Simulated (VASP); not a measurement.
Here is a VASP 6.6.1 calculation.

POSCAR

```
CrFe3
1.0
    3.5640300000      0.0000000000      0.0000000000
    0.0000000000      3.5640300000      0.0000000000
    0.0000000000      0.0000000000      3.5640300000
Cr Fe
1 3
Direct
    0.0000000000      0.0000000000      0.0000000000
    0.0000000000      0.5000000000      0.5000000000
    0.5000000000      0.5000000000      0.0000000000
    0.5000000000      0.0000000000      0.5000000000
```

Contents of INCAR.step1:

```
ALGO = Normal
EDIFF = 1E-4
ENCUT = 520
GGA = PE
ISMEAR = 0
ISPIN = 2
LASPH = T
LCHARG = F
LMAXMIX = 4
LREAL = F
LWAVE = T
MAGMOM = -3 4 4 4
NBANDS = 30
NELM = 150
PREC = Accurate
SIGMA = 0.05
```

File INCAR.step2:

```
ALGO = Normal
EDIFF = 1E-6
ENCUT = 520
ISIF = 2
ISMEAR = 0
ISPIN = 2
ISTART = 1
LASPH = T
LCHARG = T
LELF = T
LMAXMIX = 4
LMIXTAU = T
LORBIT = 11
LREAL = F
LVHAR = T
LWAVE = F
MAGMOM = -3 4 4 4
METAGGA = R2SCAN
NBANDS = 30
NELM = 150
PREC = Accurate
SIGMA = 0.05
```

File KPOINTS:

```
k-points
0
Gamma
  10 10 10
```

Potentials or basis: VASP PAW PBE potentials, release 64 (Cr_pv, Fe).

Launch:

```bash
$ cat potpaw_PBE.64/Cr_pv/POTCAR potpaw_PBE.64/Fe/POTCAR > POTCAR
$ cp INCAR.step1 INCAR
$ mpirun -np 1 vasp_std > vasp.out
$ cp INCAR.step2 INCAR
$ mpirun -np 1 vasp_std > vasp.out
```

(1) Predict the site moments.

(2) Predict the net moment.

## Answers

(1) Cr -3.12; Fe +2.34 μB.

(2) 3.76 μB per cell.
